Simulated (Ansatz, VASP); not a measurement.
**One calculation of BN, two programs**

INCAR

```
SYSTEM = BN
PREC = Accurate
ENCUT = 520
EDIFF = 1E-7
ISMEAR = 0
SIGMA = 0.01
LREAL = .FALSE.
LASPH = .TRUE.
NELM = 80
ALGO = Normal
ISIF = 2
LWAVE = .FALSE.
LCHARG = .TRUE.
GGA = PS
LELF = .TRUE.
LVHAR = .TRUE.
NBANDS = 16
```

Contents of KPOINTS:

```
Automatic mesh
0
G
  12 12 4
  0 0 0
```

File POSCAR:

```
BN
1.0
    2.5360000000      0.0000000000      0.0000000000
   -1.2680000000      2.1962404200      0.0000000000
    0.0000000000      0.0000000000      4.1990000000
B N
2 2
Direct
    0.6666666700      0.3333333300      0.0000000000
    0.3333333300      0.6666666700      0.5000000000
    0.6666666700      0.3333333300      0.3750000000
    0.3333333300      0.6666666700      0.8750000000
```

Input for Ansatz:

```yaml
crystal:
  lattice:
    - [2.536, 0.0, 0.0]
    - [-1.268, 2.19624042, 0.0]
    - [0.0, 0.0, 4.199]
  atoms:
    - { symbol: B, position: [0.66666667, 0.33333333, 0.0] }
    - { symbol: B, position: [0.33333333, 0.66666667, 0.5] }
    - { symbol: "N", position: [0.66666667, 0.33333333, 0.375] }
    - { symbol: "N", position: [0.33333333, 0.66666667, 0.875] }
kpoints:
  mp_grid:
    grid: [12, 12, 4]
hamiltonian:
  xc: pbesol
  pseudopotentials:
    kind: paw
scf:
  occupations:
    method: fixed
output:
  forces: true
  stress: true
  eigenvalues: true
```

Alike in both runs: task single point; functional PBEsol; k mesh 12 × 12 × 4; no spin polarisation.

|  | VASP | Ansatz |
| --- | --- | --- |
| version | VASP 6.6.1 | Ansatz 0.2.0 |
| potentials or method | VASP PAW PBE potentials, release 64 (B, N) | plane waves, PAW |
| plane-wave cutoff (eV) | 520 | 420 |
| occupations | gaussian, width 0.01 eV | fixed |
| valence electrons in the cell | 16 | 16 |

```tsv
	VASP	Ansatz	Ansatz less VASP
gap on the k mesh at the Fermi level (eV)	4.97	4.99	+0.018
pressure (GPa)	2.6	2.0	-0.63
traceless stress, the component that is largest in VASP (GPa)	-0.73	-0.67	+0.052
rms of the force components (eV/Å)	0.036	0.034	-0.0020
```

VASP's potentials were made for PBE, not for PBEsol. Atom by atom the forces differ by 0.002 eV/Å (rms over components).
